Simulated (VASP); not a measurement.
Set up this calculation in VASP 6.6.1, as the native input.

```
Task                   : single point
Functional             : RPBE
Potentials or basis    : VASP PAW PBE potentials, release 64 (Ir)
Cutoff                 : 520 eV
k mesh                 : 17 × 17 × 10
Occupations            : fermi-dirac, width 0.1 eV
Spin                   : no spin polarisation
Dipole correction      : no
Further INCAR settings : ALGO = Normal; EDIFF = 1e-06; NBANDS = 16
```

The structure of Ir lies in POSCAR:

```
Ir
1.0
   -2.5690972035      2.2051811464      1.3573011655
    2.2051811464     -2.5690972035      1.3573011655
    2.9408328120      2.9408328120     -2.0238140907
Ir
2
Direct
    0.9772084782      0.0227915218      0.0000000000
    0.7727915218      0.2272084782      0.5000000000
```

These files were run (other wordings do the same):

INCAR

```
SYSTEM = Ir
ALGO = Normal
EDIFF = 1E-6
ENCUT = 520
GGA = RP
ISIF = 2
ISMEAR = -1
LASPH = .TRUE.
LCHARG = .FALSE.
LREAL = .FALSE.
LWAVE = .FALSE.
NBANDS = 16
NELM = 100
PREC = Accurate
SIGMA = 0.1
```

KPOINTS

```
k-points
0
G
  17 17 10
  0 0 0
```

Potentials or basis: VASP PAW PBE potentials, release 64 (Ir).

The run is started by

```sh
$ cat potpaw_PBE.64/Ir/POTCAR > POTCAR
$ mpirun -np 1 vasp_std > vasp.out
```

It gave:

```
Pressure               : -17.4 GPa
Largest force          : 0.237 eV/Å
Band gap on the k mesh : zero (bands 9 and 10 overlap by 2.36 eV)
```

Caveat: the cell stands under tension; the PAW data sets were made with another functional, which shifts forces and pressure a little; spin-orbit coupling is left out, which moves the levels of the heavy elements.

Wall time 2.8 min on 1 thread of Intel(R) Xeon(R) 6975P-C (Granite Rapids) (shared host), peak memory 0.47 GiB.
